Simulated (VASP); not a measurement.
# Ba (P2/m) in VASP: single point with PBE

Aim: the single point of Ba with PBE.

Everything below comes from runs of VASP 6.6.1. Logs are shortened: lines on timing, memory, paths and dates and some standing lists are left out, and cuts for length are marked.

## 1. The cell of the first run

The structure is monoclinic, space group P2/m (No. 10). Conventional cell: a = 3.703 Å, b = 3.905 Å, c = 3.762 Å, α = 90.00°, β = 97.22°, γ = 90.00°. Ba (site symmetry 2/m) has 6 Ba at 3.70 to 3.91 Å within 4.9 Å.

## 2. Single point, PBE (strained)

File INCAR:

```
PREC = Accurate
ENCUT = 520
EDIFF = 1E-6
ISMEAR = 0
SIGMA = 0.1
LREAL = False
LASPH = True
NELM = 80
ALGO = Fast
ISIF = 2
LWAVE = False
LCHARG = False
GGA = PE
NBANDS = 11
```

File KPOINTS:

```
regular mesh
0
Gamma
  10 10 10
```

File POSCAR:

```
Ba
1.0
    3.6958963734      0.0000000000      0.2350630524
    0.0000000000      3.9052983759      0.0000000000
    0.2350630524      0.0000000000      3.7548580223
Ba
1
Direct
    0.0000000000      0.0000000000      0.0000000000
```

Potentials or basis: VASP PAW PBE potentials, release 64 (Ba_sv).

The run is started by

```
> cat potpaw_PBE.64/Ba_sv/POTCAR > POTCAR
> mpirun -np 1 vasp_std > vasp.out
```

OUTCAR:

```text
PREC = Accurate
   ENCUT = 520
   EDIFF = 1E-6
   ISMEAR = 0
   LREAL = False
   LASPH = True
   NELM = 80
   ISIF = 2
   GGA = PE

 ion  position               nearest neighbor table
   1  0.000  0.000  0.000-

  LATTYP: Found a simple monoclinic cell.
 ALAT       =     3.7033639629
 B/A-ratio  =     1.0545272933
 C/A-ratio  =     1.0158895044
 COS(beta)  =    -0.1257029163

  Lattice vectors:

 A1 = (   3.6958963734,   0.0000000000,   0.2350630524)
 A2 = (   0.0000000000,  -3.9052983759,   0.0000000000)
 A3 = (  -0.2350630524,   0.0000000000,  -3.7548580223)

Analysis of symmetry for initial positions (statically):
=====================================================================
 Subroutine PRICEL returns:
 Original cell was already a primitive cell.

 Routine SETGRP: Setting up the symmetry group for a
 simple monoclinic supercell.

 Subroutine GETGRP returns: Found  4 space group operations
 (whereof  4 operations were pure point group operations)
 out of a pool of  4 trial point group operations.

The static configuration has the point symmetry C_2h.

Analysis of symmetry for dynamics (positions and initial velocities):
=====================================================================
 Subroutine PRICEL returns:
 Original cell was already a primitive cell.

 Routine SETGRP: Setting up the symmetry group for a
 simple monoclinic supercell.

 Subroutine GETGRP returns: Found  4 space group operations
 (whereof  4 operations were pure point group operations)
 out of a pool of  4 trial point group operations.

The dynamic configuration has the point symmetry C_2h.

 Subroutine INISYM returns: Found  4 space group operations
 (whereof  4 operations are pure point group operations),
 and found     1 'primitive' translations

----------------------------------------------------------------------------------------

                                     Primitive cell

  volume of cell :      53.9803

  direct lattice vectors                    reciprocal lattice vectors
     3.695896373  0.000000000  0.235063052     0.271651961  0.000000000 -0.017006060
     0.000000000  3.905298376  0.000000000     0.000000000  0.256062381  0.000000000
     0.235063052  0.000000000  3.754858022    -0.017006060  0.000000000  0.267386274

  length of vectors
     3.703363963  3.905298376  3.762208581     0.272183750  0.256062381  0.267926530

  position of ions in fractional coordinates (direct lattice)
     0.000000000  0.000000000  0.000000000

  ion indices of the primitive-cell ions
   primitive index   ion index
                 1           1

----------------------------------------------------------------------------------------

 KPOINTS: regular mesh

Automatic generation of k-mesh.
 Grid dimensions read from file:
 generate k-points for:   10   10   10

 Generating k-lattice:

  Cartesian coordinates                     Fractional coordinates (reciprocal lattice)
     0.027165196  0.000000000 -0.001700606     0.100000000  0.000000000  0.000000000
     0.000000000  0.025606238  0.000000000     0.000000000  0.100000000  0.000000000
    -0.001700606  0.000000000  0.026738627     0.000000000  0.000000000  0.100000000

  Length of vectors
     0.027218375  0.025606238  0.026792653

  Shift w.r.t. Gamma in fractional coordinates (k-lattice)
     0.000000000  0.000000000  0.000000000

 Subroutine IBZKPT returns following result:
 ===========================================

 Found    312 irreducible k-points:

 Following reciprocal coordinates:
            Coordinates               Weight
  0.000000  0.000000  0.000000      1.000000
  0.100000  0.000000 -0.000000      2.000000
  0.200000  0.000000 -0.000000      2.000000
  0.300000  0.000000  0.000000      2.000000
  0.400000  0.000000 -0.000000      2.000000
  0.500000  0.000000  0.000000      1.000000
[... 16 lines left out ...]
  0.400000  0.300000 -0.000000      4.000000
  0.500000  0.300000  0.000000      2.000000
 [... further k-points ...]
   k-points           NKPTS =    312   k-points in BZ     NKDIM =    312   number of bands    NBANDS=     11
   number of dos      NEDOS =    301   number of ions     NIONS =      1
   total plane-waves  NPLWV =  23520
   dimension x,y,z NGX =    28 NGY =   30 NGZ =   28
   dimension x,y,z NGXF=    56 NGYF=   60 NGZF=   56
   ions per type =               1
   NGX,Y,Z   is equivalent  to a cutoff of  12.57, 12.77, 12.37 a.u.
   NGXF,Y,Z  is equivalent  to a cutoff of  25.14, 25.54, 24.75 a.u.
 SYSTEM =  unknown system
   PREC   = accura    normal or accurate (medium, high low for compatibility)
   ISTART =      0    job   : 0-new  1-cont  2-samecut
   ICHARG =      2    charge: 1-file 2-atom 10-const
   ISPIN  =      1    spin polarized calculation?
   LNONCOLLINEAR =      F non collinear calculations
   LSORBIT =      F    spin-orbit coupling
   LASPH  =      T    aspherical Exc in radial PAW
   ENCUT  =  520.0 eV  38.22 Ry    6.18 a.u.   6.89  7.26  7.00*2*pi/ulx,y,z
   NELM   =     80;   NELMIN=  2; NELMDL= -5     # of ELM steps
   EDIFF  = 0.1E-05   stopping-criterion for ELM
   LREAL  =      F    real-space projection
   EDIFFG = 0.1E-04   stopping-criterion for IOM
   NSW    =      0    number of steps for IOM
   IBRION =     -1    ionic relax: 0-MD 1-quasi-New 2-CG
   NFREE  =      0    steps in history (QN), initial steepest desc. (CG)
   ISIF   =      2    stress and relaxation
   ISYM   =      2    0-nonsym 1-usesym 2-fastsym
   POTIM  = 0.5000    time-step for ionic-motion
   TEBEG  =    0.0;   TEEND  =   0.0 temperature during run
   PSTRESS=    0.0 pullay stress
   NELECT =      10.0000    total number of electrons
   NUPDOWN=      -1.0000    fix difference up-down
   EMIN   =  10.00;   EMAX   =-10.00  energy-range for DOS
   EFERMI =   0.00;   METHOD = LEGACY
   ISMEAR =     0;   SIGMA  =   0.10  broadening in eV -4-tet -1-fermi 0-gaus
   EFERMI_NEDOS =   21; number of points for ismear=-14 and -15
   IALGO  =     68    algorithm
   IMIX   =      4    mixing-type and parameters
     AMIX     =   0.40;   BMIX     =  1.00
     AMIX_MAG =   1.60;   BMIX_MAG =  1.00
  volume/ion in A,a.u.               =      53.98       364.28
  Fermi-wavevector in a.u.,A,eV,Ry     =   0.933247  1.763581 11.849990  0.870950
  Thomas-Fermi vector in A             =   2.059929
   LORBIT       =      0    0 simple, 1 ext, 2 COOP (PROOUT), +10 PAW based schemes
   GGA     = PE    functional components
   LHFCALC =     F    Hartree Fock is set to
   AEXX    =    0.0000 exact exchange contribution
   IVDW    =     0    specifies the selected vdW correction
   LEPSILON=     F    determine dielectric tensor
   LRPA    =     F    only Hartree local field effects (RPA)
 non-spin polarized calculation
 RMM-DIIS sequential band-by-band and
 Gauss-broadening in eV      SIGMA  =   0.10
  energy-cutoff  :      520.00
  volume of cell :       53.98
 maximum number of plane-waves:      1478
   NGX = 13   NGY = 15   NGZ = 13

 number of electron      10.0000000 magnetization

 Free energy of the ion-electron system (eV)
  ---------------------------------------------------
  ext. energy  EPLUGINS =         0.00000000
  ---------------------------------------------------
  free energy    TOTEN  =        -1.56539262 eV

  energy without entropy =       -1.56174424  energy(sigma->0) =       -1.56356843

 E-fermi :   2.1169     XC(G=0):  -7.9034

 val. band max:        2.1084962930   @ k =  -0.2000   0.5000   0.1000
 cond. band min:       2.1224057203   @ k =   0.5000   0.2000   0.0000
 fundamental gap:      0.0139094274
 Fermi energy:         2.1169462128

 k-point     1 :       0.0000    0.0000    0.0000
  band No.  band energies     occupation
      1     -26.9002      2.00000
      2     -11.6933      2.00000
      3     -11.5785      2.00000
      4     -11.5006      2.00000
      5      -0.4706      2.00000
      6       2.0844      1.35441
      7       2.1786      0.38332
      8       7.4475      0.00000
      9       7.4487      0.00000
     10       7.6622      0.00000
     11       9.9599      0.00000

 k-point     2 :       0.1000    0.0000   -0.0000
  band No.  band energies     occupation
      1     -26.8887      2.00000
      2     -11.6815      2.00000
      3     -11.6456      2.00000
      4     -11.5536      2.00000
      5      -0.2865      2.00000
      6       2.1639      0.50702
      7       2.3817      0.00018
      8       6.9862      0.00000
      9       7.0242      0.00000
     10       7.5310      0.00000
     11      10.2159      0.00000

 k-point     3 :       0.2000    0.0000   -0.0000
  band No.  band energies     occupation
      1     -26.8583      2.00000
      2     -11.9611      2.00000
      3     -11.6503      2.00000
      4     -11.5337      2.00000
      5       0.1768      2.00000
      6       2.3266      0.00303
      7       2.9620      0.00000
      8       6.0762      0.00000
      9       6.2503      0.00000
     10       7.5928      0.00000
     11       9.1964      0.00000

 k-point     4 :       0.3000    0.0000    0.0000
  band No.  band energies     occupation
      1     -26.8203      2.00000
      2     -12.3260      2.00000
      3     -11.6112      2.00000
      4     -11.5027      2.00000
      5       0.7641      2.00000
      6       2.5291      0.00000
      7       3.4982      0.00000
      8       5.2684      0.00000
      9       5.7595      0.00000
     10       7.6844      0.00000
     11       8.6344      0.00000

 k-point     5 :       0.4000    0.0000   -0.0000
  band No.  band energies     occupation
      1     -26.7892      2.00000
      2     -12.6010      2.00000
      3     -11.5790      2.00000
      4     -11.4769      2.00000
      5       1.3359      2.00000
      6       2.7005      0.00000
      7       3.5248      0.00000
      8       4.7478      0.00000
      9       5.4417      0.00000
     10       7.7639      0.00000
     11       9.3201      0.00000
[... 211 lines left out ...]
 k-point    21 :       0.2000    0.3000   -0.0000
  band No.  band energies     occupation
      1     -26.8146      2.00000
      2     -12.1762      2.00000
      3     -11.9006      2.00000
      4     -11.4883      2.00000
      5       1.1927      2.00000
      6       2.7224      0.00000
      7       3.6024      0.00000
      8       4.9307      0.00000
      9       5.9408      0.00000
     10       6.5667      0.00000
     11       8.9795      0.00000

 k-point    22 :       0.3000    0.3000    0.0000
  band No.  band energies     occupation
      1     -26.7772      2.00000
      2     -12.2584      2.00000
      3     -12.1210      2.00000
      4     -11.4581      2.00000
      5       1.4877      2.00000
      6       2.5152      0.00000
      7       4.4816      0.00000
      8       4.7527      0.00000
      9       5.9879      0.00000
     10       6.1922      0.00000
     11       9.2171      0.00000

 k-point    23 :       0.4000    0.3000   -0.0000
  band No.  band energies     occupation
      1     -26.7465      2.00000
      2     -12.5254      2.00000
      3     -12.0792      2.00000
      4     -11.4330      2.00000
      5       1.5287      2.00000
      6       2.4328      0.00001
      7       4.5763      0.00000
      8       5.2839      0.00000
      9       5.9330      0.00000
     10       6.2688      0.00000
     11       9.2738      0.00000

 k-point    24 :       0.5000    0.3000    0.0000
  band No.  band energies     occupation
      1     -26.7347      2.00000
      2     -12.6239      2.00000
      3     -12.0627      2.00000
      4     -11.4233      2.00000
      5       1.4850      2.00000
      6       2.4484      0.00000
      7       4.5916      0.00000
      8       5.5767      0.00000
      9       5.7578      0.00000
     10       6.3178      0.00000
     11       9.4634      0.00000

 [... further k-points ...]

------------------------ aborting loop because EDIFF is reached ----------------------------------------

  FORCE on cell =-STRESS in cart. coord.  units (eV):
  Direction    XX          YY          ZZ          XY          YZ          ZX
  --------------------------------------------------------------------------------------
  -------------------------------------------------------------------------------------
  Total        0.8669503      0.0158444      0.6310148      0.0000000      0.0000000      0.1845503
  in kB       25.7317819      0.4702735     18.7290269      0.0000000      0.0000000      5.4776010
  external PRESSURE =      14.9770275 kB  Pullay stress =       0.0000000 kB

 VOLUME and BASIS-vectors are now :
 -----------------------------------------------------------------------------
  energy-cutoff  :      520.00
  volume of cell :       53.98
      direct lattice vectors                 reciprocal lattice vectors
     3.695896373  0.000000000  0.235063052     0.271651961  0.000000000 -0.017006060
     0.000000000  3.905298376  0.000000000     0.000000000  0.256062381  0.000000000
     0.235063052  0.000000000  3.754858022    -0.017006060  0.000000000  0.267386274

 POSITION                                       TOTAL-FORCE (eV/Angst)
 -----------------------------------------------------------------------------------
      0.00000      0.00000      0.00000         0.000000      0.000000      0.000000
 -----------------------------------------------------------------------------------
    total drift:                               -0.000000      0.000000     -0.000000

  FREE ENERGIE OF THE ION-ELECTRON SYSTEM (eV)
  ---------------------------------------------------
  free  energy   TOTEN  =        -1.5653926157 eV

  energy  without entropy=       -1.5617442403  energy(sigma->0) =       -1.56356843
```

Run time: 50 s. Hardware: 1 thread of Intel Xeon 6975P-C (Granite Rapids), shared host; peak memory 0.29 GiB.

Results:

* Free energy: -1.5654 eV
* Pressure: 1.5 GPa
* Band gap on the k mesh: zero (band 5 reaches 2.22 eV, above the bottom of band 6 at 1.73 eV)

Caveat: the cell differs from its parent crystal (strained); spin-orbit coupling is left out, which moves the levels of the heavy elements.
